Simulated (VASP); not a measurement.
# Al8H in VASP: a series of runs

Runs on Al8H. Level: PBE. Tasks: single point.

Program: VASP 6.6.1. These are calculated values, not measurements. Logs are shortened: lines on timing, memory, paths and dates and some standing lists are left out, and cuts for length are marked.

### 1 The cell of the first run

The cell holds a slab with vacuum, 18 atoms: a = 5.714 Å, b = 8.080 Å, c = 22.243 Å, α = 90.00°, β = 90.00°, γ = 90.00°.

### 2 Single point, PBE

File INCAR:

```
ALGO = Normal
DIPOL = 0.5 0.5 0.297
EDIFF = 1E-6
ENCUT = 520
GGA = PE
IDIPOL = 3
ISIF = 2
ISMEAR = 0
LASPH = True
LCHARG = False
LDIPOL = True
LREAL = Auto
LWAVE = False
NBANDS = 40
NELM = 60
PREC = Accurate
SIGMA = 0.1
```

File KPOINTS:

```
k-points
0
Gamma
  5 4 1
```

File POSCAR:

```
Al8H
1.0
    5.7135165837      0.0000000000      0.0000000000
    0.0000000000      8.0801326415      0.0000000000
    0.0000000000      0.0000000000     22.2432786975
Al H
16 2
Direct
    0.2500000000      0.2500000000      0.1798296040
    0.2500000000      0.7500000000      0.1798296040
    0.7500000000      0.2500000000      0.1798296040
    0.7500000000      0.7500000000      0.1798296040
    0.0000000000      0.0000000000      0.2440458181
    0.0000000000      0.5000000000      0.2440458181
    0.5000000000      0.0000000000      0.2440458181
    0.5000000000      0.5000000000      0.2440458181
    0.2500000000      0.2500000000      0.3102598702
    0.2500000000      0.7500000000      0.3102598702
    0.7500000000      0.2500000000      0.3102598702
    0.7500000000      0.7500000000      0.3102598702
    0.0000000000      0.0000000000      0.3705963860
    0.0000000000      0.5000000000      0.3705963860
    0.5000000000      0.0000000000      0.3705963860
    0.5000000000      0.5000000000      0.3705963860
    0.7500000000     -0.0568678783      0.4627590580
    0.7500000000      0.0568678783      0.4627590580
```

Potentials or basis: VASP PAW PBE potentials, release 64 (Al, H).

The run is started by

```console
$ cat potpaw_PBE.64/Al/POTCAR potpaw_PBE.64/H/POTCAR > POTCAR
$ mpirun -np 1 vasp_std > vasp.out
```

OUTCAR:

```text
EDIFF = 1E-6
   ENCUT = 520
   GGA = PE
   ISIF = 2
   ISMEAR = 0
   LASPH = True
   LREAL = Auto
   NELM = 60
   PREC = Accurate

 ion  position               nearest neighbor table
   1  0.250  0.250  0.180-   3 2.86   3 2.86   6 2.86   7 2.86   8 2.86   5 2.86   9 2.90
   2  0.250  0.750  0.180-   4 2.86   4 2.86   6 2.86   7 2.86   8 2.86   5 2.86  10 2.90
   3  0.750  0.250  0.180-   1 2.86   1 2.86   6 2.86   7 2.86   8 2.86   5 2.86  11 2.90
   4  0.750  0.750  0.180-   2 2.86   2 2.86   6 2.86   7 2.86   8 2.86   5 2.86  12 2.90
   5  0.000  0.000  0.244-  13 2.81   7 2.86   7 2.86   4 2.86   1 2.86   2 2.86   3 2.86  11 2.88
                            12 2.88   9 2.88  10 2.88
   6  0.000  0.500  0.244-  14 2.81   8 2.86   8 2.86   4 2.86   1 2.86   2 2.86   3 2.86  11 2.88
                            12 2.88   9 2.88  10 2.88
   7  0.500  0.000  0.244-  15 2.81   5 2.86   5 2.86   4 2.86   1 2.86   2 2.86   3 2.86  11 2.88
                            12 2.88   9 2.88  10 2.88
   8  0.500  0.500  0.244-  16 2.81   6 2.86   6 2.86   4 2.86   1 2.86   2 2.86   3 2.86  11 2.88
                            12 2.88   9 2.88  10 2.88
   9  0.250  0.250  0.310-  13 2.81  14 2.81  15 2.81  16 2.81  11 2.86  11 2.86   7 2.88   8 2.88
                             5 2.88   6 2.88   1 2.90
  10  0.250  0.750  0.310-  13 2.81  14 2.81  15 2.81  16 2.81  12 2.86  12 2.86   7 2.88   8 2.88
                             5 2.88   6 2.88   2 2.90
  11  0.750  0.250  0.310-  13 2.81  14 2.81  15 2.81  16 2.81   9 2.86   9 2.86   7 2.88   8 2.88
                             5 2.88   6 2.88   3 2.90
  12  0.750  0.750  0.310-  13 2.81  14 2.81  15 2.81  16 2.81  10 2.86  10 2.86   7 2.88   8 2.88
                             5 2.88   6 2.88   4 2.90
  13  0.000  0.000  0.371-   9 2.81  10 2.81  11 2.81  12 2.81   5 2.81  15 2.86  15 2.86
  14  0.000  0.500  0.371-   9 2.81  10 2.81  11 2.81  12 2.81   6 2.81  16 2.86  16 2.86
  15  0.500  0.000  0.371-   9 2.81  10 2.81  11 2.81  12 2.81   7 2.81  13 2.86  13 2.86
  16  0.500  0.500  0.371-   9 2.81  10 2.81  11 2.81  12 2.81   8 2.81  14 2.86  14 2.86
  17  0.750  0.943  0.463-
  18  0.750  0.057  0.463-

  LATTYP: Found a simple orthorhombic cell.
 ALAT       =     5.7135165837
 B/A-ratio  =     1.4142135624
 C/A-ratio  =     3.8930977747

  Lattice vectors:

 A1 = (   5.7135165837,   0.0000000000,   0.0000000000)
 A2 = (   0.0000000000,   8.0801326415,   0.0000000000)
 A3 = (   0.0000000000,   0.0000000000,  22.2432786975)

Analysis of symmetry for initial positions (statically):
=====================================================================
 Subroutine PRICEL returns:
 Original cell was already a primitive cell.

 Routine SETGRP: Setting up the symmetry group for a
 simple orthorhombic supercell.

 Subroutine GETGRP returns: Found  4 space group operations
 (whereof  2 operations were pure point group operations)
 out of a pool of  8 trial point group operations.

The static configuration has the point symmetry C_1h.
 The point group associated with its full space group is C_2v.

Analysis of symmetry for dynamics (positions and initial velocities):
=====================================================================
 Subroutine PRICEL returns:
 Original cell was already a primitive cell.

 Routine SETGRP: Setting up the symmetry group for a
 simple orthorhombic supercell.

 Subroutine GETGRP returns: Found  4 space group operations
 (whereof  2 operations were pure point group operations)
 out of a pool of  8 trial point group operations.

The dynamic configuration has the point symmetry C_1h.
 The point group associated with its full space group is C_2v.

 Subroutine INISYM returns: Found  4 space group operations
 (whereof  2 operations are pure point group operations),
 and found     1 'primitive' translations

----------------------------------------------------------------------------------------

                                     Primitive cell

  volume of cell :    1026.8826

  direct lattice vectors                    reciprocal lattice vectors
     5.713516584  0.000000000  0.000000000     0.175023558  0.000000000  0.000000000
     0.000000000  8.080132642  0.000000000     0.000000000  0.123760345  0.000000000
     0.000000000  0.000000000 22.243278697     0.000000000  0.000000000  0.044957401

  length of vectors
     5.713516584  8.080132642 22.243278697     0.175023558  0.123760345  0.044957401

  position of ions in fractional coordinates (direct lattice)
     0.250000000  0.250000000  0.179829604
     0.250000000  0.750000000  0.179829604
     0.750000000  0.250000000  0.179829604
     0.750000000  0.750000000  0.179829604
     0.000000000  0.000000000  0.244045818
     0.000000000  0.500000000  0.244045818
[... 10 lines left out ...]
     0.750000000  0.943132122  0.462759058
     0.750000000  0.056867878  0.462759058

  ion indices of the primitive-cell ions
   primitive index   ion index
                 1           1
                 2           2
                 3           3
                 4           4
                 5           5
                 6           6
[... 10 lines left out ...]
                17          17
                18          18

----------------------------------------------------------------------------------------

 KPOINTS: k-points

Automatic generation of k-mesh.
 Grid dimensions read from file:
 generate k-points for:    5    4    1

 Generating k-lattice:

  Cartesian coordinates                     Fractional coordinates (reciprocal lattice)
     0.035004712  0.000000000  0.000000000     0.200000000  0.000000000  0.000000000
     0.000000000  0.030940086  0.000000000     0.000000000  0.250000000  0.000000000
     0.000000000  0.000000000  0.044957401     0.000000000  0.000000000  1.000000000

  Length of vectors
     0.035004712  0.030940086  0.044957401

  Shift w.r.t. Gamma in fractional coordinates (k-lattice)
     0.000000000  0.000000000  0.000000000

 Subroutine IBZKPT returns following result:
 ===========================================

 Found      9 irreducible k-points:

 Following reciprocal coordinates:
            Coordinates               Weight
  0.000000  0.000000  0.000000      1.000000
  0.200000  0.000000  0.000000      2.000000
  0.400000  0.000000  0.000000      2.000000
  0.000000  0.250000  0.000000      2.000000
  0.200000  0.250000  0.000000      4.000000
  0.400000  0.250000  0.000000      4.000000
  0.000000  0.500000  0.000000      1.000000
  0.200000  0.500000  0.000000      2.000000
  0.400000  0.500000  0.000000      2.000000
   k-points           NKPTS =      9   k-points in BZ     NKDIM =      9   number of bands    NBANDS=     40
   number of dos      NEDOS =    301   number of ions     NIONS =     18
   total plane-waves  NPLWV = 423360
   dimension x,y,z NGX =    42 NGY =   60 NGZ =  168
   dimension x,y,z NGXF=    84 NGYF=  120 NGZF=  336
   ions per type =              16   2
   NGX,Y,Z   is equivalent  to a cutoff of  12.22, 12.34, 12.56 a.u.
   NGXF,Y,Z  is equivalent  to a cutoff of  24.44, 24.69, 25.11 a.u.
 SYSTEM =  unknown system
   PREC   = accura    normal or accurate (medium, high low for compatibility)
   ISTART =      0    job   : 0-new  1-cont  2-samecut
   ICHARG =      2    charge: 1-file 2-atom 10-const
   ISPIN  =      1    spin polarized calculation?
   LNONCOLLINEAR =      F non collinear calculations
   LSORBIT =      F    spin-orbit coupling
   LASPH  =      T    aspherical Exc in radial PAW
   ENCUT  =  520.0 eV  38.22 Ry    6.18 a.u.  10.62 15.02 41.36*2*pi/ulx,y,z
   NELM   =     60;   NELMIN=  2; NELMDL= -5     # of ELM steps
   EDIFF  = 0.1E-05   stopping-criterion for ELM
   LREAL  =      T    real-space projection
   EDIFFG = 0.1E-04   stopping-criterion for IOM
   NSW    =      0    number of steps for IOM
   IBRION =     -1    ionic relax: 0-MD 1-quasi-New 2-CG
   NFREE  =      0    steps in history (QN), initial steepest desc. (CG)
   ISIF   =      2    stress and relaxation
   ISYM   =      2    0-nonsym 1-usesym 2-fastsym
   POTIM  = 0.5000    time-step for ionic-motion
   TEBEG  =    0.0;   TEEND  =   0.0 temperature during run
   PSTRESS=    0.0 pullay stress
   NELECT =      50.0000    total number of electrons
   NUPDOWN=      -1.0000    fix difference up-down
   EMIN   =  10.00;   EMAX   =-10.00  energy-range for DOS
   EFERMI =   0.00;   METHOD = LEGACY
   ISMEAR =     0;   SIGMA  =   0.10  broadening in eV -4-tet -1-fermi 0-gaus
   EFERMI_NEDOS =   21; number of points for ismear=-14 and -15
   IALGO  =     38    algorithm
   IMIX   =      4    mixing-type and parameters
     AMIX     =   0.40;   BMIX     =  1.00
     AMIX_MAG =   1.60;   BMIX_MAG =  1.00
  volume/ion in A,a.u.               =      57.05       384.99
  Fermi-wavevector in a.u.,A,eV,Ry     =   0.597803  1.129683  4.862288  0.357368
  Thomas-Fermi vector in A             =   1.648667
   LORBIT       =      0    0 simple, 1 ext, 2 COOP (PROOUT), +10 PAW based schemes
   GGA     = PE    functional components
   LHFCALC =     F    Hartree Fock is set to
   AEXX    =    0.0000 exact exchange contribution
   IVDW    =     0    specifies the selected vdW correction
   LEPSILON=     F    determine dielectric tensor
   LRPA    =     F    only Hartree local field effects (RPA)
 non-spin polarized calculation
 Gauss-broadening in eV      SIGMA  =   0.10
  energy-cutoff  :      520.00
  volume of cell :     1026.88
 maximum number of plane-waves:     27706
   NGX = 21   NGY = 31   NGZ = 83

 number of electron      49.9999998 magnetization

 dipolmoment           0.000000      0.000000     -0.090206 electrons x Angstroem

 Free energy of the ion-electron system (eV)
  ---------------------------------------------------
  ext. energy  EPLUGINS =         0.00000000
  ---------------------------------------------------
  free energy    TOTEN  =       -60.57197046 eV

  energy without entropy =      -60.53729927  energy(sigma->0) =      -60.55463486

 E-fermi :  -0.7807     XC(G=0):  -3.6541

 val. band max:       -0.8210069827   @ k =   0.0000   0.2500   0.0000
 cond. band min:      -0.7768111782   @ k =   0.0000   0.2500   0.0000
 fundamental gap:      0.0441958045
 Fermi energy:        -0.7806685135

 k-point     1 :       0.0000    0.0000    0.0000
  band No.  band energies     occupation
      1     -11.0101      2.00000
      2      -8.9608      2.00000
      3      -8.7446      2.00000
      4      -8.7046      2.00000
      5      -7.9422      2.00000
      6      -6.5880      2.00000
[... 29 lines left out ...]
     36       1.2990      0.00000
     37       1.3207      0.00000

 k-point     2 :       0.2000    0.0000    0.0000
  band No.  band energies     occupation
      1     -10.8300      2.00000
      2      -8.8233      2.00000
      3      -8.5668      2.00000
      4      -8.5414      2.00000
      5      -8.1648      2.00000
      6      -7.8448      2.00000
[... 29 lines left out ...]
     36       1.5667      0.00000
     37       1.8071      0.00000
[... 238 lines left out ...]
     36       1.4032      0.00000
     37       1.9834      0.00000

 k-point     9 :       0.4000    0.5000    0.0000
  band No.  band energies     occupation
      1      -9.7478      2.00000
      2      -9.7299      2.00000
      3      -8.8821      2.00000
      4      -8.8375      2.00000
      5      -8.2862      2.00000
      6      -7.3382      2.00000
[... 29 lines left out ...]
     36       1.7942      0.00000
     37       2.0258      0.00000
 [bands above 37 left out]

------------------------ aborting loop because EDIFF is reached ----------------------------------------

 vacuum level on the upper side and lower side of the slab       (xc-potential included)        -0.251         0.130

  FORCE on cell =-STRESS in cart. coord.  units (eV):
  Direction    XX          YY          ZZ          XY          YZ          ZX
  --------------------------------------------------------------------------------------
  -------------------------------------------------------------------------------------
  Total      -11.2393170     -7.2836340      1.4815723      0.0000000      0.0000000      0.0000000
  in kB      -17.5359669    -11.3641749      2.3115997      0.0000000      0.0000000      0.0000000
  external PRESSURE =      -8.8628473 kB  Pullay stress =       0.0000000 kB

 VOLUME and BASIS-vectors are now :
 -----------------------------------------------------------------------------
  energy-cutoff  :      520.00
  volume of cell :     1026.88
      direct lattice vectors                 reciprocal lattice vectors
     5.713516584  0.000000000  0.000000000     0.175023558  0.000000000  0.000000000
     0.000000000  8.080132642  0.000000000     0.000000000  0.123760345  0.000000000
     0.000000000  0.000000000 22.243278697     0.000000000  0.000000000  0.044957401

 POSITION                                       TOTAL-FORCE (eV/Angst)
 -----------------------------------------------------------------------------------
      1.42838      2.02003      4.00000         0.000000      0.038497      0.136595
      1.42838      6.06010      4.00000         0.000000     -0.038497      0.136595
      4.28514      2.02003      4.00000         0.000000     -0.017817      0.207755
      4.28514      6.06010      4.00000         0.000000      0.017817      0.207755
      0.00000      0.00000      5.42838         0.089097     -0.000000     -0.238081
      0.00000      4.04007      5.42838         0.057717     -0.000000     -0.196214
[... 10 lines left out ...]
      4.28514      7.62063     10.29328         0.000000      3.266677      0.488769
      4.28514      0.45950     10.29328         0.000000     -3.266677      0.488769
 -----------------------------------------------------------------------------------
    total drift:                                0.000000     -0.000000     -0.013823

  FREE ENERGIE OF THE ION-ELECTRON SYSTEM (eV)
  ---------------------------------------------------
  free  energy   TOTEN  =       -60.5719704581 eV

  energy  without entropy=      -60.5372992703  energy(sigma->0) =      -60.55463486

 vacuum level on the upper side and lower side of the slab         2.966         3.339
```

Run time: 10 min. Hardware: 1 thread of Intel Xeon 6975P-C (Granite Rapids), shared host; peak memory 0.9 GiB.

Results:

```
Free energy            : -60.5720 eV
Largest force          : 3.303 eV/Å
Band gap on the k mesh : zero (bands 25 and 26 overlap by 0.55 eV)
```

Forces on the atoms (eV/Å):
```
Al   0.000  0.038  0.137
Al   0.000 -0.038  0.137
Al   0.000 -0.018  0.208
Al   0.000  0.018  0.208
Al   0.089  0.000 -0.238
Al   0.058  0.000 -0.196
Al  -0.089  0.000 -0.238
Al  -0.058  0.000 -0.196
Al   0.000 -0.023 -0.102
Al   0.000  0.023 -0.102
Al   0.000 -0.113  0.102
Al   0.000  0.113  0.102
Al   0.336  0.000 -0.413
Al   0.015  0.000  0.013
Al  -0.336  0.000 -0.413
Al  -0.015  0.000  0.013
H    0.000  3.267  0.489
H    0.000 -3.267  0.489
```

[end of part 1 of 2]

The gap in the log of VASP goes by the Fermi energy; the results here count the filled bands.